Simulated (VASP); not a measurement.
Input of a VASP 6.6.1 run:

Contents of INCAR:

```
ALGO = Normal
EDIFF = 1E-7
ENCUT = 520
GGA = PE
ISIF = 2
ISMEAR = -1
LASPH = T
LCHARG = F
LREAL = Auto
LWAVE = F
NBANDS = 72
NELM = 80
PREC = Accurate
SIGMA = 0.05
```

The input KPOINTS:

```
k-points
0
Gamma
  1 1 1
```

File POSCAR:

```
Rb7Cl8
1.0
    0.0000000000      6.7126200000      6.7126200000
    6.7126200000      0.0000000000      6.7126200000
    6.7126200000      6.7126200000      0.0000000000
Rb Cl
7 8
Direct
    0.1263366614     -0.0606395118     -0.1324892516
   -0.0674550325      0.4144581400      0.2035866770
   -0.1111860943      0.8002315042      0.5604741517
    0.5741424362     -0.1203702876      0.1222920410
    0.2942815175      0.2297016664      0.4420479634
    0.6967473207      0.4223239212     -0.1707678969
    0.3596956181      0.4449678367      0.6885091067
    0.3553232568      0.2565391755      0.0803337594
    0.1079906207      0.3900116497      0.6928442248
    0.5574202025      0.4110987960      0.2260145815
    0.2331280484      0.8897271110      0.4701889873
    0.7838444601      0.1110073265      0.2601443252
    0.8345176697      0.0593210997      0.7151008101
    0.9472083926      0.6941179450      0.2459471860
    0.4877976111      0.8731315045      0.7943843090
```

Potentials or basis: VASP PAW PBE potentials, release 64 (Rb_sv, Cl).

Command:

```bash
$ cat potpaw_PBE.64/Rb_sv/POTCAR potpaw_PBE.64/Cl/POTCAR > POTCAR
$ mpirun -np 1 vasp_gam > vasp.out
```

Predict the pressure.

1.2 GPa.

What does it give for the largest force?

2.058 eV/Å.

Stress tensor (GPa, compression positive):
```
 1.36 -0.05 -0.10
-0.05  1.05  0.78
-0.10  0.78  1.33
```

Caveat: the k points lie up to 0.81 Å⁻¹ apart; an odd number of electrons without spin polarisation forces a metal; a magnetic or distorted state may lie lower.
